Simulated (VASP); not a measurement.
# In in VASP: single point with PBE

Aim: the single point of In with PBE.

Everything below comes from runs of VASP 6.6.1. Logs are shortened: lines on timing, memory, paths and dates and some standing lists are left out, and cuts for length are marked.

### 1 The cell of the first run

The cell holds a sublattice, 1 atom: a = 4.265 Å, b = 4.265 Å, c = 17.831 Å, α = 90.00°, β = 90.00°, γ = 120.00°.

### 2 Single point, PBE

INCAR reads:

```
PREC = Accurate
ENCUT = 400
EDIFF = 1E-6
ISMEAR = 0
SIGMA = 0.1
LREAL = False
LASPH = True
NELM = 120
ALGO = Normal
ISIF = 2
LWAVE = False
LCHARG = True
GGA = PE
LELF = True
LVHAR = True
NBANDS = 12
GGA_COMPAT = False
```

KPOINTS reads:

```
Automatic mesh
0
Gamma
  9 9 2
```

POSCAR reads:

```
In
1.0
    4.2645472174      0.0000000000      0.0000000000
   -2.1322736087      3.6932062259      0.0000000000
    0.0000000000      0.0000000000     17.8309670000
In
1
Direct
    0.3333333300      0.6666666700      0.1135580000
```

Potentials or basis: VASP PAW PBE potentials, release 64 (In_d).

Started as:

```console
cat potpaw_PBE.64/In_d/POTCAR > POTCAR
mpirun -np 1 vasp_std > vasp.out
```

OUTCAR:

```text
PREC = Accurate
   ENCUT = 400
   EDIFF = 1E-6
   ISMEAR = 0
   LREAL = False
   LASPH = True
   NELM = 120
   ISIF = 2
   GGA = PE

 ion  position               nearest neighbor table
   1  0.333  0.667  0.114-

  LATTYP: Found a hexagonal cell.
 ALAT       =     4.2645472174
 C/A-ratio  =     4.1812098896

  Lattice vectors:

 A1 = (   4.2645472174,   0.0000000000,   0.0000000000)
 A2 = (  -2.1322736087,   3.6932062259,   0.0000000000)
 A3 = (   0.0000000000,   0.0000000000,  17.8309670000)

Analysis of symmetry for initial positions (statically):
=====================================================================
 Subroutine PRICEL returns:
 Original cell was already a primitive cell.

 Routine SETGRP: Setting up the symmetry group for a
 hexagonal supercell.

 Subroutine GETGRP returns: Found 24 space group operations
 (whereof  6 operations were pure point group operations)
 out of a pool of 24 trial point group operations.

The static configuration has the point symmetry C_3v.
 The point group associated with its full space group is D_6h.

Analysis of symmetry for dynamics (positions and initial velocities):
=====================================================================
 Subroutine PRICEL returns:
 Original cell was already a primitive cell.

 Routine SETGRP: Setting up the symmetry group for a
 hexagonal supercell.

 Subroutine GETGRP returns: Found 24 space group operations
 (whereof  6 operations were pure point group operations)
 out of a pool of 24 trial point group operations.

The dynamic configuration has the point symmetry C_3v.
 The point group associated with its full space group is D_6h.

 Subroutine INISYM returns: Found 24 space group operations
 (whereof  6 operations are pure point group operations),
 and found     1 'primitive' translations

----------------------------------------------------------------------------------------

                                     Primitive cell

  volume of cell :     280.8351

  direct lattice vectors                    reciprocal lattice vectors
     4.264547217  0.000000000  0.000000000     0.234491483  0.135383721  0.000000000
    -2.132273609  3.693206226  0.000000000     0.000000000  0.270767441  0.000000000
     0.000000000  0.000000000 17.830967000     0.000000000  0.000000000  0.056082208

  length of vectors
     4.264547217  4.264547217 17.830967000     0.270767441  0.270767441  0.056082208

  position of ions in fractional coordinates (direct lattice)
     0.333333330  0.666666670  0.113558000

  ion indices of the primitive-cell ions
   primitive index   ion index
                 1           1

----------------------------------------------------------------------------------------

 KPOINTS: Automatic mesh

Automatic generation of k-mesh.
 Grid dimensions read from file:
 generate k-points for:    9    9    2

 Generating k-lattice:

  Cartesian coordinates                     Fractional coordinates (reciprocal lattice)
     0.026054609  0.015042636  0.000000000     0.111111111  0.000000000  0.000000000
     0.000000000  0.030085271  0.000000000     0.000000000  0.111111111  0.000000000
     0.000000000  0.000000000  0.028041104     0.000000000  0.000000000  0.500000000

  Length of vectors
     0.030085271  0.030085271  0.028041104

  Shift w.r.t. Gamma in fractional coordinates (k-lattice)
     0.000000000  0.000000000  0.000000000

 Subroutine IBZKPT returns following result:
 ===========================================

 Found     24 irreducible k-points:

 Following reciprocal coordinates:
            Coordinates               Weight
  0.000000  0.000000  0.000000      1.000000
  0.111111  0.000000  0.000000      6.000000
  0.222222  0.000000  0.000000      6.000000
  0.333333 -0.000000  0.000000      6.000000
  0.444444  0.000000  0.000000      6.000000
  0.111111  0.111111  0.000000      6.000000
[... 16 lines left out ...]
  0.333333  0.222222  0.500000     12.000000
  0.333333  0.333333  0.500000      2.000000
   k-points           NKPTS =     24   k-points in BZ     NKDIM =     24   number of bands    NBANDS=     12
   number of dos      NEDOS =    301   number of ions     NIONS =      1
   total plane-waves  NPLWV =  94080
   dimension x,y,z NGX =    28 NGY =   28 NGZ =  120
   dimension x,y,z NGXF=    56 NGYF=   56 NGZF=  240
   ions per type =               1
   NGX,Y,Z   is equivalent  to a cutoff of  10.92, 10.92, 11.19 a.u.
   NGXF,Y,Z  is equivalent  to a cutoff of  21.83, 21.83, 22.38 a.u.
 SYSTEM =  unknown system
   PREC   = accura    normal or accurate (medium, high low for compatibility)
   ISTART =      0    job   : 0-new  1-cont  2-samecut
   ICHARG =      2    charge: 1-file 2-atom 10-const
   ISPIN  =      1    spin polarized calculation?
   LNONCOLLINEAR =      F non collinear calculations
   LSORBIT =      F    spin-orbit coupling
   LASPH  =      T    aspherical Exc in radial PAW
   ENCUT  =  400.0 eV  29.40 Ry    5.42 a.u.   6.95  6.95 29.08*2*pi/ulx,y,z
   NELM   =    120;   NELMIN=  2; NELMDL= -5     # of ELM steps
   EDIFF  = 0.1E-05   stopping-criterion for ELM
   LREAL  =      F    real-space projection
   EDIFFG = 0.1E-04   stopping-criterion for IOM
   NSW    =      0    number of steps for IOM
   IBRION =     -1    ionic relax: 0-MD 1-quasi-New 2-CG
   NFREE  =      0    steps in history (QN), initial steepest desc. (CG)
   ISIF   =      2    stress and relaxation
   ISYM   =      2    0-nonsym 1-usesym 2-fastsym
   POTIM  = 0.5000    time-step for ionic-motion
   TEBEG  =    0.0;   TEEND  =   0.0 temperature during run
   PSTRESS=    0.0 pullay stress
   NELECT =      13.0000    total number of electrons
   NUPDOWN=      -1.0000    fix difference up-down
   EMIN   =  10.00;   EMAX   =-10.00  energy-range for DOS
   EFERMI =   0.00;   METHOD = LEGACY
   ISMEAR =     0;   SIGMA  =   0.10  broadening in eV -4-tet -1-fermi 0-gaus
   EFERMI_NEDOS =   21; number of points for ismear=-14 and -15
   IALGO  =     38    algorithm
   IMIX   =      4    mixing-type and parameters
     AMIX     =   0.40;   BMIX     =  1.00
     AMIX_MAG =   1.60;   BMIX_MAG =  1.00
  volume/ion in A,a.u.               =     280.84      1895.17
  Fermi-wavevector in a.u.,A,eV,Ry     =   0.587813  1.110805  4.701133  0.345524
  Thomas-Fermi vector in A             =   1.634833
   LORBIT       =      0    0 simple, 1 ext, 2 COOP (PROOUT), +10 PAW based schemes
   GGA     = PE    functional components
   LHFCALC =     F    Hartree Fock is set to
   AEXX    =    0.0000 exact exchange contribution
   IVDW    =     0    specifies the selected vdW correction
   LEPSILON=     F    determine dielectric tensor
   LRPA    =     F    only Hartree local field effects (RPA)
 non-spin polarized calculation
 Gauss-broadening in eV      SIGMA  =   0.10
  energy-cutoff  :      400.00
  volume of cell :      280.84
 maximum number of plane-waves:      5133
 NGX is ok and might be reduce to    28
   NGX = 13   NGY = 13   NGZ = 59

 number of electron      12.9999995 magnetization

 Free energy of the ion-electron system (eV)
  ---------------------------------------------------
  ext. energy  EPLUGINS =         0.00000000
  ---------------------------------------------------
  free energy    TOTEN  =        -1.39633079 eV

  energy without entropy =       -1.39119937  energy(sigma->0) =       -1.39376508

 E-fermi :  -2.1280     XC(G=0):  -2.0429

 val. band max:       -2.1492160873   @ k =   0.1111   0.0000   0.0000
 cond. band min:      -1.9426989945   @ k =   0.3333   0.3333   0.5000
 fundamental gap:      0.2065170928
 Fermi energy:        -2.1279587215

 k-point     1 :       0.0000    0.0000    0.0000
  band No.  band energies     occupation
      1     -17.2363      2.00000
      2     -17.1826      2.00000
      3     -17.1826      2.00000
      4     -17.0912      2.00000
      5     -17.0911      2.00000
      6      -7.7766      2.00000
      7      -2.2727      1.95935
      8       0.4873      0.00000
      9       1.2026      0.00000
     10       1.4620      0.00000
     11       2.2452      0.00000
     12       2.2452      0.00000

 k-point     2 :       0.1111    0.0000    0.0000
  band No.  band energies     occupation
      1     -17.2344      2.00000
      2     -17.1842      2.00000
      3     -17.1830      2.00000
      4     -17.0915      2.00000
      5     -17.0875      2.00000
      6      -7.6644      2.00000
      7      -2.1492      1.23630
      8       0.6003      0.00000
      9       1.2560      0.00000
     10       1.3329      0.00000
     11       1.6312      0.00000
     12       2.0098      0.00000

 k-point     3 :       0.2222    0.0000    0.0000
  band No.  band energies     occupation
      1     -17.2297      2.00000
      2     -17.1883      2.00000
      3     -17.1840      2.00000
      4     -17.0921      2.00000
      5     -17.0782      2.00000
      6      -7.3410      2.00000
      7      -1.7909      0.00000
      8      -0.3704      0.00000
      9       1.0567      0.00000
     10       1.5308      0.00000
     11       1.7152      0.00000
     12       2.0165      0.00000

 k-point     4 :       0.3333   -0.0000    0.0000
  band No.  band energies     occupation
      1     -17.2246      2.00000
      2     -17.1929      2.00000
      3     -17.1851      2.00000
      4     -17.0926      2.00000
      5     -17.0676      2.00000
      6      -6.8653      2.00000
      7      -1.7942      0.00000
      8      -1.2515      0.00000
      9       1.1032      0.00000
     10       1.7188      0.00000
     11       2.2641      0.00000
     12       2.6853      0.00000

 k-point     5 :       0.4444    0.0000    0.0000
  band No.  band energies     occupation
      1     -17.2215      2.00000
      2     -17.1959      2.00000
      3     -17.1859      2.00000
      4     -17.0927      2.00000
      5     -17.0606      2.00000
      6      -6.4315      2.00000
      7      -2.7265      2.00000
      8      -0.7270      0.00000
      9       0.8651      0.00000
     10       2.1481      0.00000
     11       2.6401      0.00000
     12       3.4999      0.00000
[... 228 lines left out ...]
      1     -17.2202      2.00000
      2     -17.1958      2.00000
      3     -17.1870      2.00000
      4     -17.0902      2.00000
      5     -17.0618      2.00000
      6      -6.3102      2.00000
      7      -2.7593      2.00000
      8      -0.5713      0.00000
      9       0.0727      0.00000
     10       2.1284      0.00000
     11       3.2907      0.00000
     12       3.5026      0.00000

 k-point    22 :       0.2222    0.2222    0.5000
  band No.  band energies     occupation
      1     -17.2218      2.00000
      2     -17.1931      2.00000
      3     -17.1874      2.00000
      4     -17.0878      2.00000
      5     -17.0685      2.00000
      6      -6.6178      2.00000
      7      -1.8508      0.00009
      8      -0.9595      0.00000
      9      -0.4149      0.00000
     10       2.1972      0.00000
     11       2.3965      0.00000
     12       3.1130      0.00000

 k-point    23 :       0.3333    0.2222    0.5000
  band No.  band energies     occupation
      1     -17.2189      2.00000
      2     -17.1942      2.00000
      3     -17.1892      2.00000
      4     -17.0841      2.00000
      5     -17.0675      2.00000
      6      -6.2552      2.00000
      7      -2.3675      1.99929
      8      -1.0141      0.00000
      9      -0.5041      0.00000
     10       2.4863      0.00000
     11       3.1345      0.00000
     12       3.5483      0.00000

 k-point    24 :       0.3333    0.3333    0.5000
  band No.  band energies     occupation
      1     -17.2177      2.00000
      2     -17.1922      2.00000
      3     -17.1922      2.00000
      4     -17.0751      2.00000
      5     -17.0751      2.00000
      6      -6.1212      2.00000
      7      -1.9427      0.00879
      8      -1.9427      0.00879
      9      -0.3251      0.00000
     10       2.9202      0.00000
     11       2.9202      0.00000
     12       4.0453      0.00000

------------------------ aborting loop because EDIFF is reached ----------------------------------------

  FORCE on cell =-STRESS in cart. coord.  units (eV):
  Direction    XX          YY          ZZ          XY          YZ          ZX
  --------------------------------------------------------------------------------------
  -------------------------------------------------------------------------------------
  Total       -1.6034898     -1.6034898     -0.0154504      0.0000000      0.0000000      0.0000000
  in kB       -9.1479841     -9.1479841     -0.0881451      0.0000000      0.0000000      0.0000000
  external PRESSURE =      -6.1280378 kB  Pullay stress =       0.0000000 kB

 VOLUME and BASIS-vectors are now :
 -----------------------------------------------------------------------------
  energy-cutoff  :      400.00
  volume of cell :      280.84
      direct lattice vectors                 reciprocal lattice vectors
     4.264547217  0.000000000  0.000000000     0.234491483  0.135383721  0.000000000
    -2.132273609  3.693206226  0.000000000     0.000000000  0.270767441  0.000000000
     0.000000000  0.000000000 17.830967000     0.000000000  0.000000000  0.056082208

 POSITION                                       TOTAL-FORCE (eV/Angst)
 -----------------------------------------------------------------------------------
     -0.00000      2.46214      2.02485        -0.000000      0.000000      0.000000
 -----------------------------------------------------------------------------------
    total drift:                                0.000006     -0.000004     -0.000216

  FREE ENERGIE OF THE ION-ELECTRON SYSTEM (eV)
  ---------------------------------------------------
  free  energy   TOTEN  =        -1.3963307876 eV

  energy  without entropy=       -1.3911993744  energy(sigma->0) =       -1.39376508
```

It took 61 s on 1 thread of Intel Xeon Platinum 8375C at 2.90GHz (Ice Lake), shared host; peak memory 0.3 GiB.

What came out:

```yaml
Free_energy: -1.3963 eV
Pressure: -0.6 GPa
```

Caveat: spin-orbit coupling is left out, which moves the levels of the heavy elements.
